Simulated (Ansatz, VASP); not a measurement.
Given: the input of a run of Ansatz 0.2.0 on AlN.

input.yaml

```yaml
crystal:
  lattice:
    - [0.0, 2.034518, 2.034518]
    - [2.034518, 0.0, 2.034518]
    - [2.034518, 2.034518, 0.0]
  atoms:
    - { symbol: Al, position: [0.5, 0.5, 0.5] }
    - { symbol: "N", position: [0.0, 0.0, 0.0] }
kpoints:
  mp_grid: { grid: [11, 11, 11] }
scf:
  occupations: { method: gaussian, width: 0.02 }
hamiltonian:
  xc: pbe
  pseudopotentials: { kind: all_electron, lapw: { basis_error: 0.001 } }
output:
  forces: true
  stress: true
  eigenvalues: true
```

Potentials or basis: all-electron LAPW, scalar-relativistic.

Command:

```bash
$ ansatz run input.yaml --threads 1 --pin off --max-ram 3072MiB --backend cpu --events-out ev --progress --plain --runs-dir out
```

Task: Translate it to VASP 6.6.1. Potentials there: VASP PAW PBE potentials, release 64 (Al, N).

Result: As run (the cutoff follows the program's own potentials):

File INCAR:

```
SYSTEM = AlN
PREC     = Accurate       ! precision mode
ENCUT    = 600            ! plane-wave cutoff, eV
EDIFF    = 1E-6           ! SCF threshold, eV
ISMEAR   = 0              ! smearing method
SIGMA    = 0.02           ! smearing width, eV
LREAL    = .False.        ! projectors in reciprocal space
LASPH    = .True.         ! aspherical terms in the spheres
NELM     = 120            ! most SCF steps
ALGO     = Normal         ! electronic algorithm
ISIF     = 2              ! what is computed and relaxed
LWAVE    = .False.        ! write WAVECAR
LCHARG   = .False.        ! write CHGCAR
GGA      = PE             ! functional
NBANDS   = 11             ! bands
GGA_COMPAT= .False.
```

The input KPOINTS:

```
Automatic mesh
0
Gamma
  11 11 11
  0 0 0
```

Contents of POSCAR:

```
AlN
1.0
    0.0000000000      2.0345180000      2.0345180000
    2.0345180000      0.0000000000      2.0345180000
    2.0345180000      2.0345180000      0.0000000000
Al N
1 1
Direct
    0.5000000000      0.5000000000      0.5000000000
    0.0000000000      0.0000000000      0.0000000000
```

Potentials or basis: VASP PAW PBE potentials, release 64 (Al, N).

Launch:

```bash
$ cat potpaw_PBE.64/Al/POTCAR potpaw_PBE.64/N/POTCAR > POTCAR
$ mpirun -np 1 vasp_std > vasp.out
```

Both were run:

|  | VASP | Ansatz | Ansatz less VASP |
| --- | --- | --- | --- |
| gap on the k mesh at the Fermi level (eV) | 4.55 | 4.57 | +0.018 |
| least direct gap on the mesh (eV) | 5.41 | 5.41 | +0.006 |
| pressure (GPa) | -0.1 | 0.3 | +0.48 |

Ansatz ran all-electron here, and VASP with PAW potentials.
